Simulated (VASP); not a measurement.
Crystal: RbGeN.

```xyz
6
Lattice="4.5661 0.0000 0.0000 0.0000 4.5661 0.0000 0.0000 0.0000 8.0364" Properties=species:S:1:pos:R:3 pbc="T T T"
Rb    2.2831    0.0000    5.3683
Rb    0.0000    2.2831    2.6681
Ge    0.0000    0.0000    0.0000
Ge    2.2831    2.2831    0.0000
N     2.2831    0.0000    1.5309
N     0.0000    2.2831    6.5054
```

* Program: VASP 6.6.1
* Task: relaxation of cell and atoms
* Functional: PBE
* Potentials or basis: VASP PAW PBE potentials, release 64 (Rb_sv, Ge_d, N)
* Cutoff: 600 eV
* k mesh: 4 × 4 × 2
* Occupations: gaussian, width 0.1 eV
* Spin: no spin polarisation

At the start: pressure -6.6 GPa; volume 27.93 Å³/atom.

Problem. Where does the relaxation end?

Solution. Over 64 steps the energy falls by 481.2 meV/atom and the volume is 29.21 Å³/atom (+4.6 %); space group P4/nmm (No. 129, to 0.05 Å).

Step by step:
| step | energy change (eV) | largest force (eV/Å) | pressure (GPa) | volume (Å³) |
| --- | --- | --- | --- | --- |
| 1 | 0.0000 | 1.3349 | -6.64 | 167.55 |
| 3 | -1.1495 | 0.9098 | 0.55 | 130.23 |
| 5 | -1.2815 | 0.7389 | 1.05 | 129.28 |
| 7 | -1.6015 | 0.5476 | -0.23 | 134.00 |
| 9 | -1.8057 | 0.6997 | -3.61 | 144.97 |
| 11 | -1.9922 | 0.3435 | -2.92 | 141.31 |
| 13 | -2.0984 | 0.1426 | 0.05 | 132.19 |
| 15 | -2.1046 | 0.0831 | -0.01 | 132.50 |
| 17 | -2.1131 | 0.0786 | 0.15 | 132.66 |
| 19 | -2.1174 | 0.1124 | -0.03 | 133.93 |
| 21 | -2.1374 | 0.2446 | -0.74 | 139.72 |
| 23 | -2.2246 | 0.3385 | -2.59 | 163.57 |
| 25 | -2.2663 | 0.2379 | -3.07 | 177.80 |
| 27 | -2.2638 | 0.2391 | -3.21 | 181.36 |
| 29 | -2.2645 | 0.2377 | -3.19 | 181.61 |
| 31 | -2.2671 | 0.2333 | -3.22 | 182.62 |
| 33 | -2.2743 | 0.2199 | -3.36 | 186.66 |
| 35 | -2.2759 | 0.2138 | -3.45 | 189.47 |
| 37 | -2.2963 | 0.2166 | -3.37 | 189.38 |
| 39 | -2.3833 | 0.2320 | -3.09 | 188.94 |
| 41 | -2.6316 | 0.3127 | -1.71 | 186.83 |
| 43 | -2.6877 | 0.3715 | -0.58 | 185.07 |
| 45 | -2.6930 | 0.3780 | -0.48 | 184.43 |
| 47 | -2.7310 | 0.3430 | -0.07 | 179.70 |
| 49 | -2.7596 | 0.3965 | 1.57 | 161.27 |
| 51 | -2.7811 | 0.4756 | 0.91 | 167.40 |
| 53 | -2.8036 | 0.1781 | -0.16 | 165.97 |
| 55 | -2.8301 | 0.1161 | 0.23 | 167.04 |
| 57 | -2.8671 | 0.1418 | 0.38 | 171.41 |
| 59 | -2.8713 | 0.1473 | -0.20 | 174.27 |
| 61 | -2.8842 | 0.0675 | -0.09 | 174.86 |
| 63 | -2.8867 | 0.0408 | 0.00 | 175.25 |
| 64 | -2.8874 | 0.0230 | 0.06 | 175.26 |

Final structure:
```
Rb Ge N
1.0
     4.19106    0.00000    0.00000
     0.00000    4.19106    0.00000
     0.00000    0.00000    9.97792
Rb Ge N
2 2 2
Direct
  0.50000 0.00000 0.71230
  0.00000 0.50000 0.28770
  0.00000 0.00000 0.00000
  0.50000 0.50000 0.00000
  0.50000 0.00000 0.06024
  0.00000 0.50000 0.93976
```

Caveat: the k points lie up to 0.37 Å⁻¹ apart in the final cell.
